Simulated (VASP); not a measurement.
# ZnS (P1) in VASP: single point with PBE

Aim: the single point of ZnS with PBE.

Everything below comes from runs of VASP 6.6.1. Logs are shortened: lines on timing, memory, paths and dates and some standing lists are left out, and cuts for length are marked.

## Step 1: The cell of the first run

The typed cell holds 32 atoms: a = 9.426 Å, b = 9.426 Å, c = 9.426 Å, α = 109.47°, β = 109.47°, γ = 109.47°.

## Step 2: Single point, PBE

Contents of INCAR:

```
SYSTEM = ZnS
PREC     = Accurate       ! precision mode
ENCUT    = 520            ! plane-wave cutoff, eV
EDIFF    = 1E-6           ! SCF threshold, eV
ISMEAR   = 0              ! smearing method
SIGMA    = 0.02           ! smearing width, eV
LREAL    = Auto         
LASPH    = .TRUE.         ! aspherical terms in the spheres
NELM     = 100            ! most SCF steps
ALGO     = Normal         ! electronic algorithm
ISIF     = 2              ! what is computed and relaxed
LWAVE    = .FALSE.        ! write WAVECAR
LCHARG   = .FALSE.        ! write CHGCAR
GGA      = PE             ! functional
NBANDS   = 166            ! bands
KPAR     = 2            
NCORE    = 2
```

Contents of KPOINTS:

```
Automatic mesh
0
Gamma
  2 2 2
  0.5 0.5 0.5
```

Contents of POSCAR:

```
ZnS
1.0
    5.4423574056     -5.4423574056     -5.4423574056
   -5.4423574056     -5.4423574056      5.4423574056
   -5.4423574056      5.4423574056     -5.4423574056
Zn S
16 16
Direct
    0.2495837369      0.7496122899     -0.0008388147
    0.2499620201      0.9994933428      0.7488932106
    0.2494707007      0.2497596028      0.4988468054
   -0.0000507624      0.7496998482      0.2493448935
    0.2500783682      0.4994354603      0.2489718977
    0.9998450606      0.9993693747      0.9986923481
   -0.0002154520      0.2496418708      0.7492285774
    0.7493995492      0.7495738175      0.4988473974
   -0.0003314024      0.4995563284      0.4988058786
    0.7497452211      0.9991127376      0.2486868361
    0.7497668225      0.2496036695     -0.0009529264
    0.4999561742      0.7497504213      0.7491635198
    0.7499603599      0.4994763346      0.7491067932
    0.4998240677      0.9997441726      0.4987851876
    0.5000259811      0.2495734144      0.2492035830
    0.4995859034      0.4992782181     -0.0015744519
    0.4995289338      0.7493840615     -0.0011375378
    0.4999115118     -0.0003699350      0.7488744164
    0.4996820843      0.2497112600      0.4990792349
    0.2498056697      0.7494679369      0.2491046062
    0.4998464679      0.4993647644      0.2486959086
    0.2499647357     -0.0003691541     -0.0010185392
    0.2495635421      0.2493618860      0.7487564752
   -0.0003782525      0.7495986651      0.4991059891
    0.2498238576      0.4997928096      0.4990372488
   -0.0001567458     -0.0005269864      0.2488177653
   -0.0001646252      0.2495266476     -0.0008869029
    0.7497268587      0.7494029483      0.7488870986
   -0.0001404251      0.4995836102      0.7489582956
    0.7498366958     -0.0003458037      0.4989484064
    0.7498155437      0.2493242151      0.2489618513
    0.7499313538      0.4996476195     -0.0008638198
```

Potentials or basis: VASP PAW PBE potentials, release 64 (Zn, S).

Started as:

```
> cat potpaw_PBE.64/Zn/POTCAR potpaw_PBE.64/S/POTCAR > POTCAR
> mpirun -np 4 vasp_std > vasp.out
```

OUTCAR:

```text
SYSTEM = ZnS
   PREC = Accurate
   ENCUT = 520
   EDIFF = 1E-6
   ISMEAR = 0
   LREAL = Auto
   LASPH = .TRUE.
   NELM = 100
   ISIF = 2
   GGA = PE

 ion  position               nearest neighbor table
   1  0.250  0.750  0.999-  20 2.36  22 2.36  29 2.36  17 2.36
   2  0.250  0.999  0.749-  18 2.36  24 2.36  22 2.36  23 2.36
   3  0.249  0.250  0.499-  25 2.36  26 2.36  23 2.36  19 2.36
   4  1.000  0.750  0.249-  24 2.36  26 2.36  20 2.36  32 2.36
   5  0.250  0.499  0.249-  21 2.36  27 2.36  25 2.36  20 2.36
   6  1.000  0.999  0.999-  22 2.36  28 2.36  27 2.36  26 2.36
[... 24 lines left out ...]
  31  0.750  0.249  0.249-  15 2.36   9 2.36  11 2.36  10 2.36
  32  0.750  0.500  0.999-  11 2.36  13 2.36  16 2.36   4 2.36

  LATTYP: Found a body centered cubic cell.
 ALAT       =    10.8847148112

  Lattice vectors:

 A1 = (   5.4423574056,  -5.4423574056,  -5.4423574056)
 A2 = (  -5.4423574056,  -5.4423574056,   5.4423574056)
 A3 = (  -5.4423574056,   5.4423574056,  -5.4423574056)

Analysis of symmetry for initial positions (statically):
=====================================================================
 Subroutine PRICEL returns:
 Original cell was already a primitive cell.

 Routine SETGRP: Setting up the symmetry group for a
 body centered cubic supercell.

 Subroutine GETGRP returns: Found  1 space group operations
 (whereof  1 operations were pure point group operations)
 out of a pool of 48 trial point group operations.

The static configuration has the point symmetry C_1 .

Analysis of symmetry for dynamics (positions and initial velocities):
=====================================================================
 Subroutine PRICEL returns:
 Original cell was already a primitive cell.

 Routine SETGRP: Setting up the symmetry group for a
 body centered cubic supercell.

 Subroutine GETGRP returns: Found  1 space group operations
 (whereof  1 operations were pure point group operations)
 out of a pool of 48 trial point group operations.

The dynamic configuration has the point symmetry C_1 .

 Subroutine INISYM returns: Found  1 space group operations
 (whereof  1 operations are pure point group operations),
 and found     1 'primitive' translations

----------------------------------------------------------------------------------------

                                     Primitive cell

  volume of cell :     644.7943

  direct lattice vectors                    reciprocal lattice vectors
     5.442357406 -5.442357406 -5.442357406     0.000000000 -0.091871952 -0.091871952
    -5.442357406 -5.442357406  5.442357406    -0.091871952 -0.091871952  0.000000000
    -5.442357406  5.442357406 -5.442357406    -0.091871952  0.000000000 -0.091871952

  length of vectors
     9.426439539  9.426439539  9.426439539     0.129926561  0.129926561  0.129926561

  position of ions in fractional coordinates (direct lattice)
     0.249583737  0.749612290  0.999161185
     0.249962020  0.999493343  0.748893211
     0.249470701  0.249759603  0.498846805
     0.999949238  0.749699848  0.249344894
     0.250078368  0.499435460  0.248971898
     0.999845061  0.999369375  0.998692348
[... 24 lines left out ...]
     0.749815544  0.249324215  0.248961851
     0.749931354  0.499647620  0.999136180

  ion indices of the primitive-cell ions
   primitive index   ion index
                 1           1
                 2           2
                 3           3
                 4           4
                 5           5
                 6           6
[... 24 lines left out ...]
                31          31
                32          32

----------------------------------------------------------------------------------------

 KPOINTS: Automatic mesh

Automatic generation of k-mesh.
 Grid dimensions read from file:
 generate k-points for:    2    2    2

 Generating k-lattice:

  Cartesian coordinates                     Fractional coordinates (reciprocal lattice)
     0.000000000 -0.045935976 -0.045935976     0.500000000  0.000000000  0.000000000
    -0.045935976 -0.045935976  0.000000000     0.000000000  0.500000000  0.000000000
    -0.045935976  0.000000000 -0.045935976     0.000000000  0.000000000  0.500000000

  Length of vectors
     0.064963280  0.064963280  0.064963280

  Shift w.r.t. Gamma in fractional coordinates (k-lattice)
     0.500000000  0.500000000  0.500000000

 Subroutine IBZKPT returns following result:
 ===========================================

 Found      4 irreducible k-points:

 Following reciprocal coordinates:
            Coordinates               Weight
  0.250000  0.250000  0.250000      2.000000
 -0.250000  0.250000  0.250000      2.000000
  0.250000 -0.250000  0.250000      2.000000
  0.250000  0.250000 -0.250000      2.000000
   k-points           NKPTS =      4   k-points in BZ     NKDIM =      4   number of bands    NBANDS=    166
   number of dos      NEDOS =    301   number of ions     NIONS =     32
   total plane-waves  NPLWV = 343000
   dimension x,y,z NGX =    70 NGY =   70 NGZ =   70
   dimension x,y,z NGXF=   140 NGYF=  140 NGZF=  140
   ions per type =              16  16
   NGX,Y,Z   is equivalent  to a cutoff of  12.35, 12.35, 12.35 a.u.
   NGXF,Y,Z  is equivalent  to a cutoff of  24.69, 24.69, 24.69 a.u.
 SYSTEM =  ZnS
   PREC   = accura    normal or accurate (medium, high low for compatibility)
   ISTART =      0    job   : 0-new  1-cont  2-samecut
   ICHARG =      2    charge: 1-file 2-atom 10-const
   ISPIN  =      1    spin polarized calculation?
   LNONCOLLINEAR =      F non collinear calculations
   LSORBIT =      F    spin-orbit coupling
   LASPH  =      T    aspherical Exc in radial PAW
   ENCUT  =  520.0 eV  38.22 Ry    6.18 a.u.  17.53 17.53 17.53*2*pi/ulx,y,z
   NELM   =    100;   NELMIN=  2; NELMDL= -5     # of ELM steps
   EDIFF  = 0.1E-05   stopping-criterion for ELM
   LREAL  =      T    real-space projection
   EDIFFG = 0.1E-04   stopping-criterion for IOM
   NSW    =      0    number of steps for IOM
   IBRION =     -1    ionic relax: 0-MD 1-quasi-New 2-CG
   NFREE  =      0    steps in history (QN), initial steepest desc. (CG)
   ISIF   =      2    stress and relaxation
   ISYM   =      2    0-nonsym 1-usesym 2-fastsym
   POTIM  = 0.5000    time-step for ionic-motion
   TEBEG  =    0.0;   TEEND  =   0.0 temperature during run
   PSTRESS=    0.0 pullay stress
   NELECT =     288.0000    total number of electrons
   NUPDOWN=      -1.0000    fix difference up-down
   EMIN   =  10.00;   EMAX   =-10.00  energy-range for DOS
   EFERMI =   0.00;   METHOD = LEGACY
   ISMEAR =     0;   SIGMA  =   0.02  broadening in eV -4-tet -1-fermi 0-gaus
   EFERMI_NEDOS =   21; number of points for ismear=-14 and -15
   IALGO  =     38    algorithm
   IMIX   =      4    mixing-type and parameters
     AMIX     =   0.40;   BMIX     =  1.00
     AMIX_MAG =   1.60;   BMIX_MAG =  1.00
  volume/ion in A,a.u.               =      20.15       135.98
  Fermi-wavevector in a.u.,A,eV,Ry     =   1.251407  2.364816 21.306991  1.566020
  Thomas-Fermi vector in A             =   2.385356
   LORBIT       =      0    0 simple, 1 ext, 2 COOP (PROOUT), +10 PAW based schemes
   GGA     = PE    functional components
   LHFCALC =     F    Hartree Fock is set to
   AEXX    =    0.0000 exact exchange contribution
   IVDW    =     0    specifies the selected vdW correction
   LEPSILON=     F    determine dielectric tensor
   LRPA    =     F    only Hartree local field effects (RPA)
 non-spin polarized calculation
 Gauss-broadening in eV      SIGMA  =   0.02
  energy-cutoff  :      520.00
  volume of cell :      644.79
 maximum number of plane-waves:     17388
 NGX is ok and might be reduce to    70
   NGX = 35   NGY = 35   NGZ = 35

 number of electron     288.0000321 magnetization

 Free energy of the ion-electron system (eV)
  ---------------------------------------------------
  ext. energy  EPLUGINS =         0.00000000
  ---------------------------------------------------
  free energy    TOTEN  =      -109.66692170 eV

  energy without entropy =     -109.66692170  energy(sigma->0) =     -109.66692170

 E-fermi :   1.6368     XC(G=0):  -9.5310

 val. band max:        1.5168824274   @ k =   0.2500   0.2500  -0.2500
 cond. band min:       5.1110795878   @ k =  -0.2500   0.2500   0.2500
 fundamental gap:      3.5941971604
 Fermi energy:         1.6367878681

 k-point     1 :       0.2500    0.2500    0.2500
  band No.  band energies     occupation
      1     -10.6800      2.00000
      2     -10.6798      2.00000
      3     -10.6797      2.00000
      4     -10.6795      2.00000
      5     -10.0593      2.00000
      6     -10.0592      2.00000
[... 148 lines left out ...]
    155       6.2379      0.00000
    156       6.2383      0.00000

 k-point     2 :      -0.2500    0.2500    0.2500
  band No.  band energies     occupation
      1     -10.9352      2.00000
      2     -10.4508      2.00000
      3     -10.4505      2.00000
      4     -10.4504      2.00000
      5     -10.4503      2.00000
      6     -10.2093      2.00000
[... 148 lines left out ...]
    155       6.5715      0.00000
    156       6.5717      0.00000

 k-point     3 :       0.2500   -0.2500    0.2500
  band No.  band energies     occupation
      1     -10.9352      2.00000
      2     -10.4507      2.00000
      3     -10.4506      2.00000
      4     -10.4504      2.00000
      5     -10.4503      2.00000
      6     -10.2094      2.00000
[... 148 lines left out ...]
    155       6.5715      0.00000
    156       6.5717      0.00000

 k-point     4 :       0.2500    0.2500   -0.2500
  band No.  band energies     occupation
      1     -10.9352      2.00000
      2     -10.4508      2.00000
      3     -10.4505      2.00000
      4     -10.4504      2.00000
      5     -10.4503      2.00000
      6     -10.2094      2.00000
[... 148 lines left out ...]
    155       6.5716      0.00000
    156       6.5716      0.00000
 [bands above 156 left out]

------------------------ aborting loop because EDIFF is reached ----------------------------------------

  FORCE on cell =-STRESS in cart. coord.  units (eV):
  Direction    XX          YY          ZZ          XY          YZ          ZX
  --------------------------------------------------------------------------------------
  -------------------------------------------------------------------------------------
  Total        1.8783593      1.8800759      1.8824441      0.0043053      0.0008892     -0.0091790
  in kB        4.6673254      4.6715909      4.6774754      0.0106979      0.0022095     -0.0228080
  external PRESSURE =       4.6721306 kB  Pullay stress =       0.0000000 kB

 VOLUME and BASIS-vectors are now :
 -----------------------------------------------------------------------------
  energy-cutoff  :      520.00
  volume of cell :      644.79
      direct lattice vectors                 reciprocal lattice vectors
     5.442357406 -5.442357406 -5.442357406     0.000000000 -0.091871952 -0.091871952
    -5.442357406 -5.442357406  5.442357406    -0.091871952 -0.091871952  0.000000000
    -5.442357406  5.442357406 -5.442357406    -0.091871952  0.000000000 -0.091871952

 POSITION                                       TOTAL-FORCE (eV/Angst)
 -----------------------------------------------------------------------------------
     -8.15913     -0.00019     -2.71646         0.005791     -0.004165     -0.001079
     -8.15496     -2.72424      0.00347        -0.003714      0.003227      0.002646
     -2.71647     -0.00209     -2.71333         0.005427      0.000531     -0.007986
      0.00492     -8.16519     -2.71897         0.005048      0.000553      0.003150
     -2.71208     -2.72413      0.00210        -0.004958      0.002322      0.003948
     -5.43265     -5.44520     -5.43783        -0.002642      0.000985      0.000020
[... 24 lines left out ...]
      1.36891     -4.08274     -4.07879        -0.001948     -0.001124      0.001405
     -4.07552     -1.36300     -6.79979         0.000057     -0.000441      0.000286
 -----------------------------------------------------------------------------------
    total drift:                               -0.041213      0.009425     -0.024666

  FREE ENERGIE OF THE ION-ELECTRON SYSTEM (eV)
  ---------------------------------------------------
  free  energy   TOTEN  =      -109.6669217031 eV

  energy  without entropy=     -109.6669217031  energy(sigma->0) =     -109.66692170
```

It took 8.3 min on 4 MPI ranks of AMD EPYC 9755, shared host; peak memory 0.49 GiB.

Results:

| Item | Value |
| --- | --- |
| Free energy | -109.6669 eV |
| Pressure | 0.5 GPa |
| Largest force | 0.010 eV/Å |
| Band gap on the k mesh | 3.59 eV |

Forces in eV/Å, atoms in the order of the input:
```
Zn   0.006 -0.004 -0.001
Zn  -0.004  0.003  0.003
Zn   0.005  0.001 -0.008
Zn   0.005  0.001  0.003
Zn  -0.005  0.002  0.004
Zn  -0.003  0.001  0.000
Zn   0.005 -0.002  0.003
Zn   0.005 -0.002 -0.006
Zn   0.000  0.001 -0.002
Zn  -0.008 -0.002  0.001
Zn   0.002  0.000 -0.002
Zn   0.003  0.002  0.003
Zn  -0.002  0.000  0.005
Zn   0.001  0.004 -0.003
Zn   0.002  0.001  0.005
Zn  -0.004  0.001 -0.005
S   -0.001 -0.002 -0.002
S    0.000 -0.001  0.000
S    0.001  0.000 -0.001
S   -0.001 -0.001  0.001
S   -0.003 -0.003  0.002
S   -0.002  0.001 -0.002
S    0.001  0.000 -0.001
S    0.001 -0.001 -0.001
S    0.001 -0.001 -0.001
S    0.000 -0.001  0.002
S   -0.001  0.001  0.002
S   -0.002  0.000  0.000
S    0.001  0.002  0.001
S   -0.002  0.001  0.000
S   -0.002 -0.001  0.001
S    0.000  0.000  0.000
```

Caveat: a shifted mesh leaves out Γ, where band edges can lie. A k mesh can miss the band edges.
